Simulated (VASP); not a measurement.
# Pb (P6_3/mmc) in VASP: a series of runs

Pb is run at these levels: PBE+D3(BJ); tasks: single point.

All numbers are computed with VASP 6.6.1; they aren't measurements. Logs are shortened: lines on timing, memory, paths and dates and some standing lists are left out, and cuts for length are marked.

## Step 1: The cell of the first run

Symmetry: P6_3/mmc, No. 194, hexagonal system. Conventional cell: a = 3.578 Å, b = 3.578 Å, c = 5.288 Å, α = 90.00°, β = 90.00°, γ = 120.00°. Within 4.4 Å of Pb (site symmetry -6m2) lie 12 Pb at 3.36 to 3.58 Å.

This isn't the form of Pb at room conditions, which is fcc.

## Step 2: Single point, PBE+D3(BJ)

File INCAR:

```
  PREC = Accurate
  ENCUT = 520
  EDIFF = 1E-6
  ISMEAR = 0
  SIGMA = 0.15
  LREAL = F
  LASPH = T
  NELM = 80
  ALGO = Fast
  ISIF = 2
  LWAVE = F
  LCHARG = F
  GGA = PE
  IVDW = 12
  NBANDS = 21
```

File KPOINTS:

```
regular mesh
0
Gamma
  18 18 10
```

File POSCAR:

```
Pb
1.0
    3.5780800650      0.0000000000      0.0000000000
   -1.7890400325      3.0987082331      0.0000000000
    0.0000000000      0.0000000000      5.2877432491
Pb
2
Direct
    0.3333333333      0.6666666667      0.2500000000
    0.6666666667      0.3333333333      0.7500000000
```

Potentials or basis: VASP PAW PBE potentials, release 64 (Pb_d).

Command:

```sh
> cat potpaw_PBE.64/Pb_d/POTCAR > POTCAR
> mpirun -np 1 vasp_std > vasp.out
```

OUTCAR:

```text
PREC = Accurate
   ENCUT = 520
   EDIFF = 1E-6
   ISMEAR = 0
   LREAL = F
   LASPH = T
   NELM = 80
   ISIF = 2
   GGA = PE
   IVDW = 12
 IVDW          = 12

 ion  position               nearest neighbor table
   1  0.333  0.667  0.250-   2 3.36   2 3.36   2 3.36   2 3.36   2 3.36   2 3.36
   2  0.667  0.333  0.750-   1 3.36   1 3.36   1 3.36   1 3.36   1 3.36   1 3.36

  LATTYP: Found a hexagonal cell.
 ALAT       =     3.5780800650
 C/A-ratio  =     1.4778157987

  Lattice vectors:

 A1 = (   3.5780800650,   0.0000000000,   0.0000000000)
 A2 = (  -1.7890400325,   3.0987082331,   0.0000000000)
 A3 = (   0.0000000000,   0.0000000000,   5.2877432491)

Analysis of symmetry for initial positions (statically):
=====================================================================
 Subroutine PRICEL returns:
 Original cell was already a primitive cell.

 Routine SETGRP: Setting up the symmetry group for a
 hexagonal supercell.

 Subroutine GETGRP returns: Found 24 space group operations
 (whereof 12 operations were pure point group operations)
 out of a pool of 24 trial point group operations.

The static configuration has the point symmetry D_3d.
 The point group associated with its full space group is D_6h.

Analysis of symmetry for dynamics (positions and initial velocities):
=====================================================================
 Subroutine PRICEL returns:
 Original cell was already a primitive cell.

 Routine SETGRP: Setting up the symmetry group for a
 hexagonal supercell.

 Subroutine GETGRP returns: Found 24 space group operations
 (whereof 12 operations were pure point group operations)
 out of a pool of 24 trial point group operations.

The dynamic configuration has the point symmetry D_3d.
 The point group associated with its full space group is D_6h.

 Subroutine INISYM returns: Found 24 space group operations
 (whereof 12 operations are pure point group operations),
 and found     1 'primitive' translations

----------------------------------------------------------------------------------------

                                     Primitive cell

  volume of cell :      58.6275

  direct lattice vectors                    reciprocal lattice vectors
     3.578080065  0.000000000  0.000000000     0.279479492  0.161357560  0.000000000
    -1.789040032  3.098708233  0.000000000     0.000000000  0.322715120  0.000000000
     0.000000000  0.000000000  5.287743249     0.000000000  0.000000000  0.189116595

  length of vectors
     3.578080065  3.578080065  5.287743249     0.322715120  0.322715120  0.189116595

  position of ions in fractional coordinates (direct lattice)
     0.333333333  0.666666667  0.250000000
     0.666666667  0.333333333  0.750000000

  ion indices of the primitive-cell ions
   primitive index   ion index
                 1           1
                 2           2

----------------------------------------------------------------------------------------

 KPOINTS: regular mesh

Automatic generation of k-mesh.
 Grid dimensions read from file:
 generate k-points for:   18   18   10

 Generating k-lattice:

  Cartesian coordinates                     Fractional coordinates (reciprocal lattice)
     0.015526638  0.008964309  0.000000000     0.055555556 -0.000000000  0.000000000
     0.000000000  0.017928618  0.000000000     0.000000000  0.055555556  0.000000000
     0.000000000  0.000000000  0.018911660     0.000000000  0.000000000  0.100000000

  Length of vectors
     0.017928618  0.017928618  0.018911660

  Shift w.r.t. Gamma in fractional coordinates (k-lattice)
     0.000000000  0.000000000  0.000000000

 Subroutine IBZKPT returns following result:
 ===========================================

 Found    222 irreducible k-points:

 Following reciprocal coordinates:
            Coordinates               Weight
  0.000000  0.000000  0.000000      1.000000
  0.055556  0.000000  0.000000      6.000000
  0.111111  0.000000  0.000000      6.000000
  0.166667  0.000000  0.000000      6.000000
  0.222222  0.000000  0.000000      6.000000
  0.277778  0.000000  0.000000      6.000000
[... 16 lines left out ...]
  0.333333  0.111111  0.000000     12.000000
  0.388889  0.111111  0.000000     12.000000
 [... further k-points ...]
   k-points           NKPTS =    222   k-points in BZ     NKDIM =    222   number of bands    NBANDS=     21
   number of dos      NEDOS =    301   number of ions     NIONS =      2
   total plane-waves  NPLWV =  31360
   dimension x,y,z NGX =    28 NGY =   28 NGZ =   40
   dimension x,y,z NGXF=    56 NGYF=   56 NGZF=   80
   ions per type =               2
   NGX,Y,Z   is equivalent  to a cutoff of  13.01, 13.01, 12.58 a.u.
   NGXF,Y,Z  is equivalent  to a cutoff of  26.02, 26.02, 25.15 a.u.
 SYSTEM =  unknown system
   PREC   = accura    normal or accurate (medium, high low for compatibility)
   ISTART =      0    job   : 0-new  1-cont  2-samecut
   ICHARG =      2    charge: 1-file 2-atom 10-const
   ISPIN  =      1    spin polarized calculation?
   LNONCOLLINEAR =      F non collinear calculations
   LSORBIT =      F    spin-orbit coupling
   LASPH  =      T    aspherical Exc in radial PAW
   ENCUT  =  520.0 eV  38.22 Ry    6.18 a.u.   6.65  6.65  9.83*2*pi/ulx,y,z
   NELM   =     80;   NELMIN=  2; NELMDL= -5     # of ELM steps
   EDIFF  = 0.1E-05   stopping-criterion for ELM
   LREAL  =      F    real-space projection
   EDIFFG = 0.1E-04   stopping-criterion for IOM
   NSW    =      0    number of steps for IOM
   IBRION =     -1    ionic relax: 0-MD 1-quasi-New 2-CG
   NFREE  =      0    steps in history (QN), initial steepest desc. (CG)
   ISIF   =      2    stress and relaxation
   ISYM   =      2    0-nonsym 1-usesym 2-fastsym
   POTIM  = 0.5000    time-step for ionic-motion
   TEBEG  =    0.0;   TEEND  =   0.0 temperature during run
   PSTRESS=    0.0 pullay stress
   NELECT =      28.0000    total number of electrons
   NUPDOWN=      -1.0000    fix difference up-down
   EMIN   =  10.00;   EMAX   =-10.00  energy-range for DOS
   EFERMI =   0.00;   METHOD = LEGACY
   ISMEAR =     0;   SIGMA  =   0.15  broadening in eV -4-tet -1-fermi 0-gaus
   EFERMI_NEDOS =   21; number of points for ismear=-14 and -15
   IALGO  =     68    algorithm
   IMIX   =      4    mixing-type and parameters
     AMIX     =   0.40;   BMIX     =  1.00
     AMIX_MAG =   1.60;   BMIX_MAG =  1.00
  volume/ion in A,a.u.               =      29.31       197.82
  Fermi-wavevector in a.u.,A,eV,Ry     =   1.279658  2.418202 22.279864  1.637524
  Thomas-Fermi vector in A             =   2.412130
   LORBIT       =      0    0 simple, 1 ext, 2 COOP (PROOUT), +10 PAW based schemes
   GGA     = PE    functional components
   LHFCALC =     F    Hartree Fock is set to
   AEXX    =    0.0000 exact exchange contribution
   IVDW    =    12    specifies the selected vdW correction
   LEPSILON=     F    determine dielectric tensor
   LRPA    =     F    only Hartree local field effects (RPA)
 non-spin polarized calculation
 RMM-DIIS sequential band-by-band and
 Gauss-broadening in eV      SIGMA  =   0.15
  energy-cutoff  :      520.00
  volume of cell :       58.63
 maximum number of plane-waves:      1605
 NGX is ok and might be reduce to    28

 number of electron      28.0000004 magnetization

 Free energy of the ion-electron system (eV)
  ---------------------------------------------------
  ext. energy  EPLUGINS =         0.00000000
  ---------------------------------------------------
  free energy    TOTEN  =        -6.97288732 eV

  energy without entropy =       -6.96008326  energy(sigma->0) =       -6.96648529

 E-fermi :   7.6647     XC(G=0): -10.3452

 val. band max:        7.6468880989   @ k =   0.5000   0.0000   0.1000
 cond. band min:       7.6688696076   @ k =   0.4444   0.1111   0.2000
 fundamental gap:      0.0219815087
 Fermi energy:         7.6647141489

 k-point     1 :       0.0000    0.0000    0.0000
  band No.  band energies     occupation
      1      -9.4879      2.00000
      2      -9.4139      2.00000
      3      -9.4139      2.00000
      4      -9.4075      2.00000
      5      -9.4075      2.00000
      6      -9.3756      2.00000
[... 13 lines left out ...]
     20      16.9004      0.00000
     21      19.5629      0.00000

 k-point     2 :       0.0556    0.0000    0.0000
  band No.  band energies     occupation
      1      -9.4864      2.00000
      2      -9.4173      2.00000
      3      -9.4173      2.00000
      4      -9.4165      2.00000
      5      -9.4015      2.00000
      6      -9.3730      2.00000
[... 13 lines left out ...]
     20      16.6458      0.00000
     21      19.3538      0.00000

 k-point     3 :       0.1111    0.0000    0.0000
  band No.  band energies     occupation
      1      -9.4866      2.00000
      2      -9.4295      2.00000
      3      -9.4268      2.00000
      4      -9.4238      2.00000
      5      -9.3840      2.00000
      6      -9.3657      2.00000
[... 13 lines left out ...]
     20      16.8952      0.00000
     21      18.7575      0.00000

 k-point     4 :       0.1667    0.0000    0.0000
  band No.  band energies     occupation
      1      -9.4986      2.00000
      2      -9.4405      2.00000
      3      -9.4359      2.00000
      4      -9.4300      2.00000
      5      -9.3572      2.00000
      6      -9.3552      2.00000
[... 13 lines left out ...]
     20      17.8297      0.00000
     21      17.9257      0.00000

 k-point     5 :       0.2222    0.0000    0.0000
  band No.  band energies     occupation
      1      -9.5203      2.00000
      2      -9.4565      2.00000
      3      -9.4519      2.00000
      4      -9.4233      2.00000
      5      -9.3420      2.00000
      6      -9.3245      2.00000
[... 13 lines left out ...]
     20      17.2559      0.00000
     21      18.4257      0.00000
[... 382 lines left out ...]
     20      15.6920      0.00000
     21      18.2655      0.00000

 k-point    22 :       0.2778    0.1111    0.0000
  band No.  band energies     occupation
      1      -9.5394      2.00000
      2      -9.5243      2.00000
      3      -9.4554      2.00000
      4      -9.4279      2.00000
      5      -9.3109      2.00000
      6      -9.2578      2.00000
[... 13 lines left out ...]
     20      15.2585      0.00000
     21      19.2956      0.00000

 k-point    23 :       0.3333    0.1111    0.0000
  band No.  band energies     occupation
      1      -9.5556      2.00000
      2      -9.5431      2.00000
      3      -9.4603      2.00000
      4      -9.4171      2.00000
      5      -9.2980      2.00000
      6      -9.2709      2.00000
[... 13 lines left out ...]
     20      14.9613      0.00000
     21      19.6332      0.00000

 k-point    24 :       0.3889    0.1111    0.0000
  band No.  band energies     occupation
      1      -9.5660      2.00000
      2      -9.5556      2.00000
      3      -9.4633      2.00000
      4      -9.4112      2.00000
      5      -9.2869      2.00000
      6      -9.2808      2.00000
[... 13 lines left out ...]
     20      14.7870      0.00000
     21      19.6027      0.00000

 [... further k-points ...]

------------------------ aborting loop because EDIFF is reached ----------------------------------------

 Edisp (eV)   -0.84851

 E8    (eV) :    -0.4302

  FORCE on cell =-STRESS in cart. coord.  units (eV):
  Direction    XX          YY          ZZ          XY          YZ          ZX
  --------------------------------------------------------------------------------------
  -------------------------------------------------------------------------------------
  Total       0.18805     0.18805     1.84495     0.00000    -0.00000     0.00000
  in kB       5.13914     5.13914    50.41909     0.00000    -0.00000     0.00000
  external pressure =       20.23 kB  Pullay stress =        0.00 kB

 VOLUME and BASIS-vectors are now :
 -----------------------------------------------------------------------------
  energy-cutoff  :      520.00
  volume of cell :       58.63
      direct lattice vectors                 reciprocal lattice vectors
     3.578080065  0.000000000  0.000000000     0.279479492  0.161357560  0.000000000
    -1.789040032  3.098708233  0.000000000     0.000000000  0.322715120  0.000000000
     0.000000000  0.000000000  5.287743249     0.000000000  0.000000000  0.189116595

 POSITION                                       TOTAL-FORCE (eV/Angst)
 -----------------------------------------------------------------------------------
     -0.00000      2.06581      1.32194        -0.000000      0.000000      0.000000
      1.78904      1.03290      3.96581         0.000000     -0.000000      0.000000
 -----------------------------------------------------------------------------------
    total drift:                               -0.000000      0.000000      0.000000

  FREE ENERGIE OF THE ION-ELECTRON SYSTEM (eV)
  ---------------------------------------------------
  free  energy   TOTEN  =        -7.8213944012 eV

  energy  without entropy=       -7.8085903399  energy(sigma->0) =       -7.81499237
```

Wall time 2.3 min (1 thread of AMD EPYC 9R14 (Zen 4), shared host); peak memory 0.31 GiB.

Results:

```
Free energy                : -7.8214 eV
Pressure                   : 2.0 GPa
Band gap on the k mesh     : zero (bands 14 and 15 overlap by 7.30 eV)
Dispersion energy per atom : -0.424 eV
```

Caveat: spin-orbit coupling is left out, which moves the levels of the heavy elements.

## Step 3: Single point, PBE+D3(BJ)

This run uses another cell than the first one, of the same volume but with other edges.

INCAR: that of step 2 with these lines changed.

```diff
@@ -7,3 +7,3 @@
   LASPH = T
-  NELM = 80
+  NELM = 60
   ALGO = Fast
```

KPOINTS is that of step 2.

File POSCAR:

```
Pb
1.0
    3.3711786544      0.0000000000      0.0000000000
   -1.6855893272      2.9195263554      0.0000000000
    0.0000000000      0.0000000000      5.9567165035
Pb
2
Direct
    0.3333333333      0.6666666667      0.2500000000
    0.6666666667      0.3333333333      0.7500000000
```

Potentials or basis: VASP PAW PBE potentials, release 64 (Pb_d).

Command:

```sh
> cat potpaw_PBE.64/Pb_d/POTCAR > POTCAR
> mpirun -np 1 vasp_std > vasp.out
```

Wall time 3.1 min (1 thread of AMD EPYC 9R14 (Zen 4), shared host); peak memory 0.32 GiB.

Results (log left out):

```
Free energy                : -7.8649 eV
Pressure                   : 1.9 GPa
Band gap on the k mesh     : zero (bands 14 and 15 overlap by 8.20 eV)
Dispersion energy per atom : -0.424 eV
```

Stress tensor (GPa, compression positive):
```
 3.21  0.00  0.00
 0.00  3.21  0.00
 0.00  0.00 -0.73
```

Levels at points of the mesh, in eV from the Fermi level:
| k point | band 12 | band 13 | band 14 | band 15 | band 16 | band 17 |
| --- | --- | --- | --- | --- | --- | --- |
| (0.00, 0.00, 0.00) | -8.87 | -4.53 | 6.20 | 6.70 | 6.70 | 8.30 |
| (0.50, 0.00, 0.00) | -7.01 | -3.31 | -2.10 | -0.47 | 1.70 | 2.72 |
| (0.00, 0.00, 0.50) | -10.93 | -0.11 | -0.11 | 7.45 | 7.45 | 7.45 |
| (0.50, 0.00, 0.50) | -7.40 | -3.85 | -3.85 | 3.13 | 3.13 | 3.92 |

Caveat: spin-orbit coupling is left out, which moves the levels of the heavy elements.

## Step 4: Single point, PBE+D3(BJ)

This run uses another cell than the first one, of the same volume but with other edges.

File INCAR:

```
SYSTEM = Pb
  PREC = Accurate
  ENCUT = 520
  EDIFF = 1E-6
  ISMEAR = 0
  SIGMA = 0.15
  LREAL = .False.
  LASPH = .True.
  NELM = 80
  ALGO = Fast
  ISIF = 2
  LWAVE = .False.
  LCHARG = .False.
  GGA = PE
  IVDW = 12
  NBANDS = 21
```

File KPOINTS:

```
Automatic mesh
0
Gamma
  18 18 10
  0 0 0
```

File POSCAR:

```
Pb
1.0
    3.5276778575      0.0000000000      0.0000000000
   -1.7638389287      3.0550586409      0.0000000000
    0.0000000000      0.0000000000      5.4399214648
Pb
2
Direct
    0.3333333333      0.6666666667      0.2500000000
    0.6666666667      0.3333333333      0.7500000000
```

Command:

```sh
> cat potpaw_PBE.64/Pb_d/POTCAR > POTCAR
> mpirun -np 1 vasp_std > vasp.out
```

Run time: 2.6 min. Hardware: 1 thread of AMD EPYC 9R14 (Zen 4), shared host; peak memory 0.31 GiB.

The run converged. Its results:

| Property | Result |
| --- | --- |
| Free energy | -7.8601 eV |
| Pressure | 1.7 GPa |
| Band gap on the k mesh | zero (bands 14 and 15 overlap by 7.47 eV) |
| Dispersion energy per atom | -0.424 eV |

Stress tensor (GPa, compression positive):
```
0.68 0.00 0.00
0.00 0.68 0.00
0.00 0.00 3.82
```

Levels at points of the mesh, in eV from the Fermi level:
```
           k point  band 12  band 13  band 14  band 15  band 16  band 17
(0.00, 0.00, 0.00)    -7.63    -4.20     5.11     5.11     7.16     7.16
(0.50, 0.00, 0.00)    -7.23    -2.71    -1.11    -0.53     1.65     1.84
(0.00, 0.00, 0.50)   -10.61     1.54     1.54     6.10     6.10     6.10
(0.50, 0.00, 0.50)    -7.63    -3.82    -3.82     3.23     3.23     4.00
```

Caveat: spin-orbit coupling is left out, which moves the levels of the heavy elements.

## Step 5: Single point, PBE+D3(BJ)

This run uses another cell than the first one, of the same volume but with other edges.

File INCAR:

```
PREC = Accurate ; ENCUT = 520
EDIFF = 1E-6 ; ISMEAR = 0
SIGMA = 0.15 ; LREAL = F
LASPH = T ; NELM = 60
ALGO = Fast ; ISIF = 2
LWAVE = F ; LCHARG = F
GGA = PE ; IVDW = 12
NBANDS = 21
```

File KPOINTS:

```
Automatic mesh
0
Gamma
  18 18 10
```

File POSCAR:

```
Pb
1.0
    3.4238618303      0.0000000000      0.0000000000
   -1.7119309152      2.9651513241      0.0000000000
    0.0000000000      0.0000000000      5.7748140877
Pb
2
Direct
    0.3333333333      0.6666666667      0.2500000000
    0.6666666667      0.3333333333      0.7500000000
```

Command:

```sh
> cat potpaw_PBE.64/Pb_d/POTCAR > POTCAR
> mpirun -np 1 vasp_std > vasp.out
```

Run time: 2.9 min. Hardware: 1 thread of AMD EPYC 9R14 (Zen 4), shared host; peak memory 0.32 GiB.

The run converged. Its results:

```yaml
Free_energy: -7.8942 eV
Pressure: 1.6 GPa
Band_gap_on_the_k_mesh: zero (bands 14 and 15 overlap by 8.24 eV)
Dispersion_energy_per_atom: -0.424 eV
```

Stress tensor (GPa, compression positive):
```
1.95 0.00 0.00
0.00 1.95 0.00
0.00 0.00 0.95
```

Levels at points of the mesh, in eV from the Fermi level:
| k point | band 11 | band 12 | band 13 | band 14 | band 15 | band 16 | band 17 | band 18 |
| --- | --- | --- | --- | --- | --- | --- | --- | --- |
| (0.00, 0.00, 0.00) | -11.97 | -8.43 | -4.41 | 6.17 | 6.17 | 7.20 | 7.91 | 7.91 |
| (0.50, 0.00, 0.00) | -8.23 | -7.06 | -3.10 | -1.75 | -0.49 | 1.75 | 2.37 | 5.78 |
| (0.00, 0.00, 0.50) | -10.79 | -10.79 | 0.45 | 0.45 | 6.99 | 6.99 | 6.99 | 6.99 |
| (0.50, 0.00, 0.50) | -7.46 | -7.46 | -3.81 | -3.81 | 3.46 | 3.46 | 3.70 | 3.70 |

Caveat: spin-orbit coupling is left out, which moves the levels of the heavy elements.

(Part 1 of 2 ends here.)
